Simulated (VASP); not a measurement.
Set up this calculation in VASP 6.6.1, as the native input.

```yaml
Task: single point
Functional: revPBE
Potentials_or_basis: VASP PAW PBE potentials, release 64 (Li_sv)
Cutoff: 520 eV
k_mesh: 11 × 11 × 11
Occupations: fermi-dirac, width 0.05 eV
Spin: no spin polarisation
Dipole_correction: no
Further_INCAR_settings: ALGO = Normal; EDIFF = 1e-06; NBANDS = 8
```

The structure of Li lies in POSCAR:

```
Li
1.0
   -1.7309356065      1.7309356065      1.7309356065
    1.7309356065     -1.7309356065      1.7309356065
    1.7309356065      1.7309356065     -1.7309356065
Li
1
Direct
    0.0000000000      0.0000000000      0.0000000000
```

The input as run:

INCAR

```
PREC = Accurate ; ENCUT = 520
EDIFF = 1E-6 ; ISMEAR = -1
SIGMA = 0.05 ; LREAL = False
LASPH = True ; NELM = 60
ALGO = Normal ; ISIF = 2
LWAVE = False ; LCHARG = False
GGA = RE ; NBANDS = 8
```

KPOINTS

```
regular mesh
0
Gamma
  11 11 11
```

Potentials or basis: VASP PAW PBE potentials, release 64 (Li_sv).

Command:

```bash
$ cat potpaw_PBE.64/Li_sv/POTCAR > POTCAR
$ mpirun -np 1 vasp_std > vasp.out
```

Wall time 7.4 s on 1 thread of AMD EPYC 9R45 (Zen 5), with other jobs on the host, peak memory 0.09 GiB.
